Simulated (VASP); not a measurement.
# Mn in VASP: notebook, part 2 of 2

VASP 6.6.1. Earlier steps stand in the parts before.

### Step 3. Single point, PBE, collinear spin, ferromagnetic start

This run uses another cell than the first one, of 116.87 Å³/atom, 1.375 times its volume.

INCAR

```
SYSTEM = Mn
PREC     = Accurate       ! precision mode
ENCUT    = 520            ! plane-wave cutoff, eV
EDIFF    = 1E-7           ! SCF threshold, eV
ISMEAR   = -1             ! smearing method
SIGMA    = 0.05           ! smearing width, eV
LREAL    = .FALSE.        ! projectors in reciprocal space
LASPH    = .TRUE.         ! aspherical terms in the spheres
NELM     = 150            ! most SCF steps
ALGO     = Normal         ! electronic algorithm
ISIF     = 2              ! what is computed and relaxed
LWAVE    = .FALSE.        ! write WAVECAR
LCHARG   = .FALSE.        ! write CHGCAR
ISPIN    = 2              ! spin polarisation
MAGMOM   = 3              ! initial moments
LORBIT   = 11             ! projections on sites
LMAXMIX  = 4              ! l up to which the mixer works
LDIPOL   = .TRUE.       
IDIPOL   = 3            
DIPOL    = 0.5 0.5 0.500
GGA      = PE             ! functional
NBANDS   = 16             ! bands
```

KPOINTS

```
regular mesh
0
G
  19 19 1
  0 0 0
```

POSCAR

```
Mn
1.0
    2.4767572053      0.0000000000      0.0000000000
   -1.2383786026      2.1449346588      0.0000000000
    0.0000000000      0.0000000000     22.0000000000
Mn
1
Direct
    0.0000000000      0.0000000000      0.5000000000
```

Potentials or basis: VASP PAW PBE potentials, release 64 (Mn_pv).

Command:

```console
$ cat potpaw_PBE.64/Mn_pv/POTCAR > POTCAR
$ mpirun -np 1 vasp_std > vasp.out
```

OUTCAR:

```text
SYSTEM = Mn
   PREC = Accurate
   ENCUT = 520
   EDIFF = 1E-7
   ISMEAR = -1
   LREAL = .FALSE.
   LASPH = .TRUE.
   NELM = 150
   ISIF = 2
   ISPIN = 2
   LORBIT = 11
   GGA = PE

 ion  position               nearest neighbor table
   1  0.000  0.000  0.500-

  LATTYP: Found a hexagonal cell.
 ALAT       =     2.4767572053
 C/A-ratio  =     8.8825824158

  Lattice vectors:

 A1 = (   2.4767572053,   0.0000000000,   0.0000000000)
 A2 = (  -1.2383786026,   2.1449346588,   0.0000000000)
 A3 = (   0.0000000000,   0.0000000000,  22.0000000000)

Analysis of symmetry for initial positions (statically):
=====================================================================
 Subroutine PRICEL returns:
 Original cell was already a primitive cell.

 Routine SETGRP: Setting up the symmetry group for a
 hexagonal supercell.

 Subroutine GETGRP returns: Found 24 space group operations
 (whereof 24 operations were pure point group operations)
 out of a pool of 24 trial point group operations.

The static configuration has the point symmetry D_6h.

Analysis of symmetry for dynamics (positions and initial velocities):
=====================================================================
 Subroutine PRICEL returns:
 Original cell was already a primitive cell.

 Routine SETGRP: Setting up the symmetry group for a
 hexagonal supercell.

 Subroutine GETGRP returns: Found 24 space group operations
 (whereof 24 operations were pure point group operations)
 out of a pool of 24 trial point group operations.

The dynamic configuration has the point symmetry D_6h.

Analysis of structural, dynamic, and magnetic symmetry:
=====================================================================
 Subroutine PRICEL returns:
 Original cell was already a primitive cell.

 Routine SETGRP: Setting up the symmetry group for a
 hexagonal supercell.

 Subroutine GETGRP returns: Found 24 space group operations
 (whereof 24 operations were pure point group operations)
 out of a pool of 24 trial point group operations.

The overall configuration has the point symmetry D_6h.

 Subroutine INISYM returns: Found 24 space group operations
 (whereof 24 operations are pure point group operations),
 and found     1 'primitive' translations

----------------------------------------------------------------------------------------

                                     Primitive cell

  volume of cell :     116.8746

  direct lattice vectors                    reciprocal lattice vectors
     2.476757205  0.000000000  0.000000000     0.403753746  0.233107334  0.000000000
    -1.238378603  2.144934659  0.000000000     0.000000000  0.466214668  0.000000000
     0.000000000  0.000000000 22.000000000     0.000000000  0.000000000  0.045454545

  length of vectors
     2.476757205  2.476757205 22.000000000     0.466214668  0.466214668  0.045454545

  position of ions in fractional coordinates (direct lattice)
     0.000000000  0.000000000  0.500000000

  ion indices of the primitive-cell ions
   primitive index   ion index
                 1           1

----------------------------------------------------------------------------------------

[... 61 lines left out ...]
   ISTART =      0    job   : 0-new  1-cont  2-samecut
   ICHARG =      2    charge: 1-file 2-atom 10-const
   ISPIN  =      2    spin polarized calculation?
   LNONCOLLINEAR =      F non collinear calculations
   LSORBIT =      F    spin-orbit coupling
   LASPH  =      T    aspherical Exc in radial PAW
   ENCUT  =  520.0 eV  38.22 Ry    6.18 a.u.   4.61  4.61 40.91*2*pi/ulx,y,z
   NELM   =    150;   NELMIN=  2; NELMDL= -5     # of ELM steps
   EDIFF  = 0.1E-06   stopping-criterion for ELM
   LREAL  =      F    real-space projection
   EDIFFG = 0.1E-05   stopping-criterion for IOM
   NSW    =      0    number of steps for IOM
   IBRION =     -1    ionic relax: 0-MD 1-quasi-New 2-CG
   NFREE  =      0    steps in history (QN), initial steepest desc. (CG)
   ISIF   =      2    stress and relaxation
   ISYM   =      2    0-nonsym 1-usesym 2-fastsym
   POTIM  = 0.5000    time-step for ionic-motion
   TEBEG  =    0.0;   TEEND  =   0.0 temperature during run
   PSTRESS=    0.0 pullay stress
   NELECT =      13.0000    total number of electrons
   NUPDOWN=      -1.0000    fix difference up-down
   EMIN   =  10.00;   EMAX   =-10.00  energy-range for DOS
   EFERMI =   0.00;   METHOD = LEGACY
   ISMEAR =    -1;   SIGMA  =   0.05  broadening in eV -4-tet -1-fermi 0-gaus
   EFERMI_NEDOS =   21; number of points for ismear=-14 and -15
   IALGO  =     38    algorithm
   IMIX   =      4    mixing-type and parameters
     AMIX     =   0.40;   BMIX     =  1.00
     AMIX_MAG =   1.60;   BMIX_MAG =  1.00
  volume/ion in A,a.u.               =     116.87       788.71
  Fermi-wavevector in a.u.,A,eV,Ry     =   0.787316  1.487812  8.433801  0.619867
  Thomas-Fermi vector in A             =   1.892032
   LORBIT       =     11    0 simple, 1 ext, 2 COOP (PROOUT), +10 PAW based schemes
   GGA     = PE    functional components
   LHFCALC =     F    Hartree Fock is set to
   AEXX    =    0.0000 exact exchange contribution
   IVDW    =     0    specifies the selected vdW correction
   LEPSILON=     F    determine dielectric tensor
   LRPA    =     F    only Hartree local field effects (RPA)
 spin polarized calculation
  energy-cutoff  :      520.00
  volume of cell :      116.87
 maximum number of plane-waves:      3186
   NGX =  9   NGY =  9   NGZ = 81

 dipolmoment           0.000000      0.000000     -0.000000 electrons x Angstroem

 number of electron      12.9999995 magnetization       3.4635265

 dipolmoment           0.000000      0.000000      0.000000 electrons x Angstroem

 Free energy of the ion-electron system (eV)
  ---------------------------------------------------
  ext. energy  EPLUGINS =         0.00000000
  ---------------------------------------------------
  free energy    TOTEN  =        -7.04850005 eV

  energy without entropy =       -7.02603148  energy(sigma->0) =       -7.03726576

 E-fermi :  -2.8697     XC(G=0):  -2.1896

 val. band max:       -2.8740861439   @ k =   0.2632   0.2632   0.0000
 cond. band min:      -2.8692443393   @ k =   0.3158   0.0000   0.0000
 fundamental gap:      0.0048418046
 Fermi energy:        -2.8697168043

 spin component 1

 k-point     1 :       0.0000    0.0000    0.0000
  band No.  band energies     occupation
      1     -51.9152      1.00000
      2     -51.4936      1.00000
      3     -51.4936      1.00000
      4      -8.9620      1.00000
      5      -5.4311      1.00000
      6      -4.5692      1.00000
[... 435 lines left out ...]
      5      -5.5768      1.00000
      6      -4.2053      1.00000
[... 8 lines left out ...]
     15       7.4442      0.00000
     16       8.1346      0.00000

 [... further k-points ...]

 spin component 2

 k-point     1 :       0.0000    0.0000    0.0000
  band No.  band energies     occupation
      1     -48.4677      1.00000
      2     -48.4677      1.00000
      3     -48.3045      1.00000
      4      -7.7185      1.00000
      5      -2.6505      0.01231
      6      -2.2690      0.00001
[... 435 lines left out ...]
      5      -3.0956      0.98921
      6      -2.1784      0.00000
[... 8 lines left out ...]
     15       7.7562      0.00000
     16       9.3750      0.00000

 [... further k-points ...]

------------------------ aborting loop because EDIFF is reached ----------------------------------------

 vacuum level on the upper side and lower side of the slab       (xc-potential included)        -0.004        -0.004

  FORCE on cell =-STRESS in cart. coord.  units (eV):
  Direction    XX          YY          ZZ          XY          YZ          ZX
  --------------------------------------------------------------------------------------
  -------------------------------------------------------------------------------------
  Total        1.2998474      1.2998474     -0.0034611      0.0000000     -0.0000000      0.0000000
  in kB       17.8189768     17.8189768     -0.0474464      0.0000000     -0.0000000      0.0000000
  external PRESSURE =      11.8635024 kB  Pullay stress =       0.0000000 kB

 VOLUME and BASIS-vectors are now :
 -----------------------------------------------------------------------------
  energy-cutoff  :      520.00
  volume of cell :      116.87
      direct lattice vectors                 reciprocal lattice vectors
     2.476757205  0.000000000  0.000000000     0.403753746  0.233107334  0.000000000
    -1.238378603  2.144934659  0.000000000     0.000000000  0.466214668  0.000000000
     0.000000000  0.000000000 22.000000000     0.000000000  0.000000000  0.045454545

 POSITION                                       TOTAL-FORCE (eV/Angst)
 -----------------------------------------------------------------------------------
      0.00000      0.00000     11.00000        -0.000000      0.000000      0.000000
 -----------------------------------------------------------------------------------
    total drift:                               -0.000000     -0.000000      0.000000

  FREE ENERGIE OF THE ION-ELECTRON SYSTEM (eV)
  ---------------------------------------------------
  free  energy   TOTEN  =        -7.0485000524 eV

  energy  without entropy=       -7.0260314768  energy(sigma->0) =       -7.03726576

 vacuum level on the upper side and lower side of the slab         1.493         1.493

 total charge

# of ion       s       p       d       tot
------------------------------------------
    1        0.409   6.204   5.094  11.706

 magnetization (x)

# of ion       s       p       d       tot
------------------------------------------
    1        0.033   0.074   3.000   3.107
```

Run time: 3.2 min. Hardware: 1 thread of Intel Xeon 6975P-C (Granite Rapids), shared host; peak memory 0.33 GiB.

Results:

```
Free energy                                           : -7.0485 eV
Net moment                                            : 3.46 μB per cell
Site moments                                          : Mn +3.11 μB
Valence electrons inside the program's atomic spheres : Mn 11.71
```
